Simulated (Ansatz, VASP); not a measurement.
## NaI: VASP beside Ansatz

File INCAR:

```
  PREC = Accurate
  ENCUT = 520
  EDIFF = 1E-6
  ISMEAR = 0
  SIGMA = 0.01
  LREAL = False
  LASPH = True
  NELM = 80
  ALGO = Normal
  ISIF = 2
  LWAVE = False
  LCHARG = True
  GGA = PE
  LELF = True
  LVHAR = True
  NBANDS = 14
```

KPOINTS

```
Automatic mesh
0
Gamma
  6 6 6
```

POSCAR

```
NaI
1.0
    4.0213875711      0.0000000000      0.0000000000
    0.0000000000      4.0213875711      0.0000000000
    0.0000000000      0.0000000000      4.0213875711
Na I
1 1
Direct
    0.0000000000      0.0000000000      0.0000000000
    0.5000000000      0.5000000000      0.5000000000
```

Input for Ansatz:

```yaml
crystal:
  lattice:
    - [4.0213875711, 0.0, 0.0]
    - [0.0, 4.0213875711, 0.0]
    - [0.0, 0.0, 4.0213875711]
  atoms:
    - { symbol: Na, position: [0.0, 0.0, 0.0] }
    - { symbol: I, position: [0.5, 0.5, 0.5] }
kpoints:
  mp_grid: { grid: [6, 6, 6] }
hamiltonian:
  xc: pbe
scf:
  occupations: { method: fixed }
  n_extra_bands: 4
output:
  forces: true
  stress: true
  eigenvalues: true
```

Alike in both runs: task single point; functional PBE; k mesh 6 × 6 × 6; no spin polarisation.

```csv
,VASP,Ansatz
version,VASP 6.6.1,Ansatz 0.2.0
potentials or method,"VASP PAW PBE potentials, release 64 (Na_pv, I)","plane waves, PAW"
plane-wave cutoff (eV),520,420
occupations,"gaussian, width 0.01 eV",fixed
valence electrons in the cell,14,26
```

```tsv
	VASP	Ansatz	Ansatz less VASP
gap on the k mesh at the Fermi level (eV)	2.32	2.32	+0.003
pressure (GPa)	0.6	0.6	-0.01
```

VASP's potentials hold 14 valence electrons a cell and Ansatz's 26, so a difference there can come from the potentials and not from the codes.

Spin-orbit coupling is off throughout.
